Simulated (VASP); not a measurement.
Here is a VASP 6.6.1 calculation.

INCAR

```
SYSTEM = Ti6C
  PREC = Accurate
  ENCUT = 520
  EDIFF = 1E-6
  ISMEAR = 0
  SIGMA = 0.1
  LREAL = .FALSE.
  LASPH = .TRUE.
  NELM = 80
  ALGO = Normal
  ISIF = 2
  LWAVE = .FALSE.
  LCHARG = .FALSE.
  LDIPOL = .TRUE.
  IDIPOL = 3
  DIPOL = 0.5 0.5 0.328
  GGA = PE
  NBANDS = 47
```

Contents of KPOINTS:

```
regular mesh
0
G
  6 6 1
  0 0 0
```

Contents of POSCAR:

```
Ti6C
1.0
    4.6037402166      0.0000000000      0.0000000000
   -2.3018701083      3.9869559800      0.0000000000
    0.0000000000      0.0000000000     19.9968207969
Ti C
6 1
Direct
    0.6666666667      0.3333333333      0.2000317971
    0.3333333333      0.6666666666      0.2470259940
    0.0000000000      0.0000000000      0.2940201911
    0.6666666667      0.3333333333      0.3353091166
    0.3333333333      0.6666666666      0.3717707096
    0.0000000000      0.0000000000      0.4249085834
    0.4444444444      0.2222222222      0.4225590857
```

Potentials or basis: VASP PAW PBE potentials, release 64 (Ti_sv, C).

The run is started by

```console
$ cat potpaw_PBE.64/Ti_sv/POTCAR potpaw_PBE.64/C/POTCAR > POTCAR
$ mpirun -np 1 vasp_std > vasp.out
```

Estimate the band gap on the k mesh.

zero (band 38 reaches 0.18 eV, above the bottom of band 39 at 0.12 eV).

Predict the largest force.

3.413 eV/Å.

Forces on the atoms (eV/Å):
```
Ti   0.016  0.009  0.080
Ti   0.162  0.094  0.373
Ti  -0.234 -0.135 -1.480
Ti   0.590  0.340 -1.077
Ti   0.185  0.107  0.923
Ti  -2.774 -1.602  1.180
C    2.056  1.187  0.002
```
